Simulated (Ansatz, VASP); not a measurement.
# One calculation of Pt, two programs

```xyz
2
Lattice="2.7607 0.0000 0.0000 -1.3803 2.3908 0.0000 0.0000 0.0000 4.7921" Properties=species:S:1:pos:R:3 pbc="T T T"
Pt    1.3803    0.7969    3.5941
Pt    0.0000    1.5939    1.1980
```

Alike in both runs: task single point; functional PBEsol; k mesh 15 × 15 × 8; occupations gaussian, width 0.05 eV; no spin polarisation.

|  | VASP | Ansatz |
| --- | --- | --- |
| version | VASP 6.6.1 | Ansatz 0.2.0 |
| potentials or method | VASP PAW PBE potentials, release 64 (Pt), cutoff 520 eV | scalar-relativistic, plane waves, PAW |
| valence electrons in the cell | 20 | 36 |

Ansatz gave:

* gap on the k mesh at the Fermi level (eV): none
* pressure (GPa): -10.9
* traceless stress, the component that is largest in VASP (GPa): 0.60

**Question.** What did VASP give for the same quantities?

**Answer.** gap on the k mesh at the Fermi level (eV): none; pressure (GPa): -11.3; traceless stress, the component that is largest in VASP (GPa): 0.45.

VASP's potentials were made for PBE, not for PBEsol. A gap of «none» marks a metal or a gap that the smearing closes. VASP's potentials hold 20 valence electrons a cell and Ansatz's 36, so a difference there can come from the potentials and not from the codes.

Spin-orbit coupling is off throughout.
